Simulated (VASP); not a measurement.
BN, 12 atoms in the cell. The cell holds a slab with vacuum, 12 atoms: a = 2.508 Å, b = 3.982 Å, c = 24.700 Å, α = 90.00°, β = 90.00°, γ = 90.00°. 

```yaml
Program: VASP 6.6.1
Task: relaxation of the atoms
Functional: PBE
Dispersion: D3(BJ)
Potentials_or_basis: VASP PAW PBE potentials, release 64 (B, N)
Cutoff: 520 eV
k_mesh: 11 × 7 × 1
Occupations: gaussian, width 0.05 eV
Spin: no spin polarisation
Dipole_correction: yes
Further_INCAR_settings: ALGO = Fast; EDIFF = 1e-06; IBRION = 2; EDIFFG = -0.02; NSW = 80
```

Potentials or basis: VASP PAW PBE potentials, release 64 (B, N).

The run is started by

```sh
$ cat potpaw_PBE.64/B/POTCAR potpaw_PBE.64/N/POTCAR > POTCAR
$ mpirun -np 1 vasp_std > vasp.out
```

Hardware: 1 thread of Oxide Virtual Turin-like Processor, with other jobs on the host.

**Question.** Estimate the wall time of this run.

**Answer.** Run time: 66 min on 1 thread of Oxide Virtual Turin-like Processor, on a shared host, peak memory 0.4 GiB. Counts: scf iterations 194, k points 24, ion steps 14.
